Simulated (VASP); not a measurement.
Wanted: the native input for a VASP 6.6.1 run.

- Task: relaxation of cell and atoms
- Functional: PBE
- Potentials or basis: VASP PAW PBE potentials, release 64 (Li_sv, F)
- Cutoff: 600 eV
- k mesh: 4 × 4 × 2
- Occupations: gaussian, width 0.1 eV
- Spin: no spin polarisation
- Dipole correction: no
- Further INCAR settings: LREAL = Auto; ALGO = Normal; EDIFF = 1e-07; IBRION = 2; EDIFFG = -0.04; NSW = 90; ISIF = 3

The structure of LiF lies in POSCAR:

```
LiF
1.0
    3.7429119200      0.0000000000      0.0000000000
    0.0000000000      3.7429119200      0.0000000000
    0.0000000000      0.0000000000     11.3095209800
Li F
8 8
Direct
    0.4320251100      0.8838957300      0.9385768200
    0.3838957300      0.0679748900      0.1885768200
    0.0679748900      0.3838957300      0.8114231800
    0.8838957300      0.4320251100      0.0614231800
    0.5679748900      0.1161042700      0.4385768200
    0.6161042700      0.9320251100      0.6885768200
    0.9320251100      0.6161042700      0.3114231800
    0.1161042700      0.5679748900      0.5614231800
    0.0679748900      0.6161042700      0.9385768200
    0.1161042700      0.4320251100      0.1885768200
    0.4320251100      0.1161042700      0.8114231800
    0.6161042700      0.0679748900      0.0614231800
    0.9320251100      0.3838957300      0.4385768200
    0.8838957300      0.5679748900      0.6885768200
    0.5679748900      0.8838957300      0.3114231800
    0.3838957300      0.9320251100      0.5614231800
```

The cell was generated, and may not be a known phase.

One way to write it, as run:

INCAR

```
SYSTEM = LiF
  PREC = Accurate
  ENCUT = 600
  EDIFF = 1E-7
  ISMEAR = 0
  SIGMA = 0.1
  LREAL = Auto
  LASPH = .True.
  NELM = 60
  ALGO = Normal
  ISIF = 3
  LWAVE = .False.
  LCHARG = .False.
  GGA = PE
  IBRION = 2
  NSW = 90
  EDIFFG = -0.04
```

KPOINTS

```
regular mesh
0
Gamma
  4 4 2
  0 0 0
```

Potentials or basis: VASP PAW PBE potentials, release 64 (Li_sv, F).

The run is started by

```console
$ cat potpaw_PBE.64/Li_sv/POTCAR potpaw_PBE.64/F/POTCAR > POTCAR
$ mpirun -np 1 vasp_std > vasp.out
```

It gave:

| Item | Value |
| --- | --- |
| Relaxed volume | 9.44 Å³/atom |
| Relaxed cell | a = 3.261 Å, b = 3.261 Å, c = 14.199 Å, α = 90.00°, β = 90.00°, γ = 90.00° |
| Space group after relaxing (to 0.1 Å) | P4_32_12 (No. 96) |
| Energy gained by relaxing | 159.6 meV/atom |
| Ionic steps | 25 |
| Pressure after relaxing | 0.1 GPa |
| Largest force after relaxing | 0.029 eV/Å |
| Band gap on the k mesh | 7.87 eV |

Caveat: the cutoff is under 1.25 times the usual one of these potentials, so pressure, stress and relaxed cells hold a basis-set (Pulay) error; a cell axis changed by over 15 % at a fixed basis, so the end point is rough.

Wall time 19 min on 1 thread of Intel(R) Xeon(R) 6975P-C (Granite Rapids) (shared host), peak memory 0.31 GiB.
